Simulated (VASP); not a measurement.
# Os: single point with BLYP

Crystal: Os.

```
Os
1.0
    -1.54882    1.54882    1.54882
     1.54882   -1.54882    1.54882
     1.54882    1.54882   -1.54882
Os
1
Direct
  0.00000 0.00000 0.00000
```

This cell differs from its parent crystal: volume scaled by 0.96.

```json
{
 "Program": "VASP 6.6.1",
 "Task": "single point",
 "Functional": "BLYP",
 "Potentials or basis": "VASP PAW PBE potentials, release 64 (Os)",
 "Cutoff": "520 eV",
 "k mesh": "16 × 16 × 16",
 "Occupations": "fermi-dirac, width 0.1 eV",
 "Spin": "no spin polarisation",
 "Dipole correction": "no",
 "Further INCAR settings": "ALGO = Normal; EDIFF = 1e-06; NBANDS = 10"
}
```

```json
{
  "Pressure": "16.7 GPa",
  "Band gap on the k mesh": "zero (band 4 reaches 11.74 eV, above the bottom of band 5 at 7.48 eV)"
}
```

Levels at points of the mesh, in eV from the Fermi level:
```csv
k point,band 1,band 2,band 3,band 4,band 5,band 6,band 7,band 8
"(0.00, 0.00, 0.00)",-10.49,-3.27,-3.27,-3.27,-0.07,-0.07,16.45,16.45
"(0.50, 0.00, 0.00)",-7.42,-5.23,-0.23,0.10,0.51,3.08,8.68,12.70
"(0.50, 0.50, 0.50)",-6.99,-6.99,2.29,2.29,2.29,7.96,7.96,7.96
```

It took 8.9 s on 1 thread of Intel(R) Xeon(R) 6975P-C (Granite Rapids), with other jobs on the host, peak memory 0.14 GiB.

Caveat: the PAW data sets were made with another functional, which shifts forces and pressure a little; spin-orbit coupling is left out, which moves the levels of the heavy elements.
